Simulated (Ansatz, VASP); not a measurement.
## Na2Pt: VASP beside Ansatz

```
CELL_PARAMETERS angstrom
4.77072 0.00000 0.00000
-2.38536 4.13157 0.00000
0.00000 0.00000 5.83909
ATOMIC_POSITIONS crystal
Pt 0.33333 0.66667 0.25000
Pt 0.66667 0.33333 0.75000
Na 0.00000 0.00000 0.00000
Na 0.00000 0.00000 0.50000
Na 0.33333 0.66667 0.75000
Na 0.66667 0.33333 0.25000
```

Alike in both runs: functional LDA; k mesh 7 × 7 × 5; occupations fermi-dirac, width 0.05 eV; no spin polarisation.

Ansatz relaxed the structure, and its values are those at the end. VASP's run is a single point on that final structure, the one shown.

```csv
,VASP,Ansatz
version,VASP 6.6.1,Ansatz 0.2.0
potentials or method,"VASP PAW LDA potentials, release 64 (Pt, Na_pv)","PAW with Ansatz's default frozen-core files, scalar-relativistic"
plane-wave cutoff (eV),520,420
valence electrons in the cell,48,72
```

```tsv
	VASP	Ansatz	Ansatz less VASP
pressure (GPa)	0.1	0.0	-0.10
```

LDA's correlation is that of Perdew and Zunger in VASP and of Perdew and Wang (1992) in Ansatz. VASP's potentials hold 48 valence electrons a cell and Ansatz's 72, so a difference there can come from the potentials and not from the codes.

Neither program's run includes spin-orbit coupling.
